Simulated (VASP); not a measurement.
Here is a VASP 6.6.1 calculation.

File POSCAR:

```
Au
1.0
    0.0000000000      2.0749120936      2.0749120936
    2.0749120936      0.0000000000      2.0749120936
    2.0749120936      2.0749120936      0.0000000000
Au
1
Direct
    0.0000000000      0.0000000000      0.0000000000
```

The input INCAR.step1:

```
  PREC = Accurate
  ENCUT = 520
  EDIFF = 1E-5
  ISMEAR = -1
  SIGMA = 0.05
  LREAL = False
  LASPH = True
  NELM = 100
  ALGO = Normal
  ISIF = 2
  LWAVE = True
  GGA = PE
  NBANDS = 12
```

Contents of INCAR.step2:

```
  PREC = Accurate
  ENCUT = 520
  EDIFF = 1E-6
  ISMEAR = -1
  SIGMA = 0.05
  LREAL = False
  LASPH = True
  NELM = 100
  ALGO = Normal
  ISIF = 2
  LWAVE = False
  LCHARG = True
  GGA = B3
  LHFCALC = True
  AEXX = 0.2
  AGGAX = 0.72
  AGGAC = 0.81
  ALDAC = 0.19
  PRECFOCK = Normal
  LELF = True
  LVHAR = True
  ISTART = 1
  NBANDS = 12
```

The input KPOINTS:

```
regular mesh
0
Gamma
  6 6 6
```

Potentials or basis: VASP PAW PBE potentials, release 64 (Au).

Launch:

```console
$ cat potpaw_PBE.64/Au/POTCAR > POTCAR
$ cp INCAR.step1 INCAR
$ mpirun -np 1 vasp_std > vasp.out
$ cp INCAR.step2 INCAR
$ mpirun -np 1 vasp_std > vasp.out
```

Problem. What does it give for the pressure?

Solution. 8.6 GPa.

Caveat: the k points lie up to 0.44 Å⁻¹ apart; the PAW data sets were made with another functional, which shifts forces and pressure a little.
